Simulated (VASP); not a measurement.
# CdSe (P6_3mc) in VASP: notebook, part 2 of 2

VASP 6.6.1. Earlier steps stand in the parts before.

### 4 Single point, PBEsol (in-plane strain +0.02, then relaxed in part)

Input file INCAR:

```
SYSTEM = CdSe
PREC = Accurate ; ENCUT = 500
EDIFF = 1E-6 ; ISMEAR = 0
SIGMA = 0.01 ; LREAL = .FALSE.
LASPH = .TRUE. ; NELM = 120
ALGO = Normal ; ISIF = 2
LWAVE = .FALSE. ; LCHARG = .TRUE.
GGA = PS ; LELF = .TRUE.
LVHAR = .TRUE. ; NBANDS = 26
GGA_COMPAT = .FALSE.
```

Input file KPOINTS:

```
regular mesh
0
G
  6 6 4
  0 0 0
```

Input file POSCAR:

```
CdSe
1.0
    4.3871236963      0.0000000000      0.0000000000
   -2.1935618481      3.7993605705      0.0000000000
    0.0000000000      0.0000000000      6.8940631785
Cd Se
2 2
Direct
    0.3333333333      0.6666666667      0.0005537013
    0.6666666667      0.3333333333      0.5005537013
    0.3333333333      0.6666666667      0.3844462987
    0.6666666667      0.3333333333      0.8844462987
```

Potentials or basis: VASP PAW PBE potentials, release 64 (Cd, Se).

Run with:

```
cat potpaw_PBE.64/Cd/POTCAR potpaw_PBE.64/Se/POTCAR > POTCAR
mpirun -np 1 vasp_std > vasp.out
```

OUTCAR:

```text
SYSTEM = CdSe
   PREC = Accurate
   ENCUT = 500
   EDIFF = 1E-6
   ISMEAR = 0
   LREAL = .FALSE.
   LASPH = .TRUE.
   NELM = 120
   ISIF = 2
   GGA = PS

 ion  position               nearest neighbor table
   1  0.333  0.667  0.001-   3 2.65   4 2.66   4 2.66   4 2.66
   2  0.667  0.333  0.501-   4 2.65   3 2.66   3 2.66   3 2.66
   3  0.333  0.667  0.384-   1 2.65   2 2.66   2 2.66   2 2.66
   4  0.667  0.333  0.884-   2 2.65   1 2.66   1 2.66   1 2.66

  LATTYP: Found a hexagonal cell.
 ALAT       =     4.3871236963
 C/A-ratio  =     1.5714312282
[... 803 lines left out ...]
  Direction    XX          YY          ZZ          XY          YZ          ZX
  --------------------------------------------------------------------------------------
  -------------------------------------------------------------------------------------
  Total       -0.9126672     -0.9126672      0.2284352     -0.0000000     -0.0000000     -0.0000000
  in kB      -12.7249871    -12.7249871      3.1849888     -0.0000000     -0.0000000     -0.0000000
  external PRESSURE =      -7.4216618 kB  Pullay stress =       0.0000000 kB

 VOLUME and BASIS-vectors are now :
 -----------------------------------------------------------------------------
  energy-cutoff  :      500.00
  volume of cell :      114.91
      direct lattice vectors                 reciprocal lattice vectors
     4.387123696  0.000000000  0.000000000     0.227939778  0.131601092  0.000000000
    -2.193561848  3.799360571  0.000000000     0.000000000  0.263202184  0.000000000
     0.000000000  0.000000000  6.894063178     0.000000000  0.000000000  0.145052341

 POSITION                                       TOTAL-FORCE (eV/Angst)
 -----------------------------------------------------------------------------------
     -0.00000      2.53291      0.00382         0.000000      0.000000     -0.003928
      2.19356      1.26645      3.45085        -0.000000      0.000000     -0.003928
     -0.00000      2.53291      2.65040         0.000000     -0.000000      0.003928
      2.19356      1.26645      6.09743         0.000000     -0.000000      0.003928
 -----------------------------------------------------------------------------------
    total drift:                               -0.000000     -0.000000     -0.000929

  FREE ENERGIE OF THE ION-ELECTRON SYSTEM (eV)
  ---------------------------------------------------
  free  energy   TOTEN  =       -12.3296490428 eV

  energy  without entropy=      -12.3296490428  energy(sigma->0) =      -12.32964904
```

stdout:

```text
POSCAR found type information on POSCAR CdSe
 POSCAR found :  2 types and       4 ions
 scaLAPACK will be used
 -----------------------------------------------------------------------------
|                                                                             |
|                                                                             |
|     You enforced a specific xc type in the INCAR file but a different       |
|     I HOPE YOU KNOW WHAT YOU ARE DOING!                                     |
|                                                                             |
 -----------------------------------------------------------------------------

 LDA part: xc-table for (Slater+PW92), standard interpolation
 POSCAR, INCAR and KPOINTS ok, starting setup
 FFT: planning ... GRIDC
 FFT: planning ... GRID_SOFT
 FFT: planning ... GRID
 WAVECAR not read
 entering main loop
```

It took 90 s on 1 thread of AMD EPYC 7R13, shared host; peak memory 0.2 GiB.

Results:

- Free energy: -12.3296 eV
- Pressure: -0.7 GPa
- Largest force: 0.004 eV/Å
- Band gap on the k mesh: 0.47 eV

Forces on the atoms (eV/Å):
```
Cd   0.000  0.000 -0.004
Cd   0.000  0.000 -0.004
Se   0.000  0.000  0.004
Se   0.000  0.000  0.004
```

Caveat: the cell differs from its parent crystal (in-plane strain +0.02, then relaxed in part); the PAW data sets were made with another functional, which shifts forces and pressure a little.

### 5 Single point, PBEsol (in-plane strain +0.02)

Input file INCAR:

```
  PREC = Accurate
  ENCUT = 500
  EDIFF = 1E-6
  ISMEAR = 0
  SIGMA = 0.01
  LREAL = F
  LASPH = T
  NELM = 120
  ALGO = Normal
  ISIF = 2
  LWAVE = F
  LCHARG = F
  GGA = PS
  NBANDS = 26
  GGA_COMPAT = F
```

Input file KPOINTS:

```
regular mesh
0
Gamma
  6 6 4
```

Input file POSCAR:

```
CdSe
1.0
    4.3871236962      0.0000000000      0.0000000000
   -2.1935618481      3.7993605705      0.0000000000
    0.0000000000      0.0000000000      6.9379740874
Cd Se
2 2
Direct
    0.3333333333      0.6666666667      0.0046992087
    0.6666666667      0.3333333333      0.5046992087
    0.3333333333      0.6666666667      0.3803007913
    0.6666666667      0.3333333333      0.8803007913
```

Run with:

```
cat potpaw_PBE.64/Cd/POTCAR potpaw_PBE.64/Se/POTCAR > POTCAR
mpirun -np 1 vasp_std > vasp.out
```

Wall time 79 s (1 thread of AMD EPYC 7R13, shared host); peak memory 0.21 GiB.

It converged, with:

- Free energy: -12.3195 eV
- Pressure: -0.9 GPa
- Largest force: 0.229 eV/Å
- Band gap on the k mesh: 0.49 eV

Forces on the atoms (eV/Å):
```
Cd   0.000  0.000 -0.229
Cd   0.000  0.000 -0.229
Se   0.000  0.000  0.229
Se   0.000  0.000  0.229
```

Stress tensor (GPa, compression positive):
```
-1.85  0.00  0.00
 0.00 -1.85  0.00
 0.00  0.00  0.90
```

Levels at points of the mesh, in eV from the valence-band top:
```
           k point  band 16  band 17  band 18  band 19  band 20  band 21
(0.00, 0.00, 0.00)    -0.02    -0.02     0.00     0.49     1.94     5.66
(0.50, 0.00, 0.00)    -1.86    -1.30    -0.70     3.12     3.13     4.79
(0.00, 0.00, 0.50)    -0.44    -0.44    -0.44     2.20     2.20     5.81
(0.50, 0.00, 0.50)    -1.33    -1.25    -1.25     2.86     2.86     4.80
```

Caveat: the cell differs from its parent crystal (in-plane strain +0.02); the PAW data sets were made with another functional, which shifts forces and pressure a little.

### 6 Single point, PBEsol, non-collinear spin, zero start, spin-orbit coupling (film at in-plane strain -0.02)

Input file INCAR:

```
SYSTEM = CdSe
PREC = Accurate
ENCUT = 500
EDIFF = 1E-6
ISMEAR = -1
SIGMA = 0.01
LREAL = .False.
LASPH = .True.
NELM = 200
ALGO = Normal
ISIF = 2
LWAVE = .False.
LCHARG = .True.
MAGMOM = 0 0 0 0 0 0 0 0 0 0 0 0
LORBIT = 11
LSORBIT = .True.
GGA_COMPAT = .False.
LORBMOM = .True.
GGA = PS
LVHAR = .True.
NBANDS = 50
```

Input file KPOINTS:

```
Automatic mesh
0
Gamma
  6 6 4
  0 0 0
```

Input file POSCAR:

```
CdSe
1.0
    4.2150796297      0.0000000000      0.0000000000
   -2.1075398149      3.6503660383      0.0000000000
    0.0000000000      0.0000000000      7.1500633929
Cd Se
2 2
Direct
    0.3333333333      0.6666666667      0.0089331129
    0.6666666667      0.3333333333      0.5089331129
    0.3333333333      0.6666666667      0.3760668871
    0.6666666667      0.3333333333      0.8760668871
```

Potentials or basis: VASP PAW PBE potentials, release 64 (Cd, Se).

Run with:

```
cat potpaw_PBE.64/Cd/POTCAR potpaw_PBE.64/Se/POTCAR > POTCAR
mpirun -np 1 vasp_ncl > vasp.out
```

It took 9.6 min on 1 thread of AMD EPYC 7R13, shared host; peak memory 0.52 GiB.

The run converged. Its results:

```
Free energy                                           : -12.4151 eV
Pressure                                              : 1.5 GPa
Largest force                                         : 0.004 eV/Å
Net moment                                            : 0.00 μB per cell
Valence electrons inside the program's atomic spheres : Cd 10.33; Se 3.86
```

Forces in eV/Å, atoms in the order of the input:
```
Cd   0.000  0.000  0.004
Cd   0.000  0.000  0.004
Se   0.000  0.000 -0.004
Se   0.000  0.000 -0.004
```

Stress tensor (GPa, compression positive):
```
2.11 0.00 0.00
0.00 2.11 0.00
0.00 0.00 0.36
```

Moments on the atoms (μB; x, y, z):
```
Cd  0.00 0.00 0.00
Cd  0.00 0.00 0.00
Se  0.00 0.00 0.00
Se  0.00 0.00 0.00
```

Caveat: the cell differs from its parent crystal (film at in-plane strain -0.02); the PAW data sets were made with another functional, which shifts forces and pressure a little.

### 7 The runs side by side

```tsv
spin	cell	smearing	gap on the mesh (eV)	pressure (GPa)	largest force (eV/Å)
off	a = 4.344, b = 4.344, c = 6.958 Å, angles 90.0, 90.0, 120.0°, 4 atoms, atomic positions A	gaussian 0.01 eV	0.53	-0.2	-
off	a = 4.344, b = 4.344, c = 6.980 Å, angles 90.0, 90.0, 120.0°, 4 atoms, atomic positions B	gaussian 0.01 eV	0.53	-0.3	0.12
off	a = 4.387, b = 4.387, c = 6.894 Å, angles 90.0, 90.0, 120.0°, 4 atoms, atomic positions C	gaussian 0.01 eV	0.47	-0.7	-
off	a = 4.387, b = 4.387, c = 6.938 Å, angles 90.0, 90.0, 120.0°, 4 atoms, atomic positions B	gaussian 0.01 eV	0.49	-0.9	0.23
non-collinear, zero start, SOC	a = 4.215, b = 4.215, c = 7.150 Å, angles 90.0, 90.0, 120.0°, 4 atoms, atomic positions D	fermi-dirac 0.01 eV	-	1.5	-
```

Alike in all rows: task single point; level PBEsol; potentials or basis VASP PAW PBE potentials, release 64 (Cd, Se); k mesh 6 × 6 × 4; cutoff (eV) 500.

Caveats: the PAW data sets were made with another functional, which shifts forces and pressure a little.

Absolute energies hang on the potentials; compare differences alone.
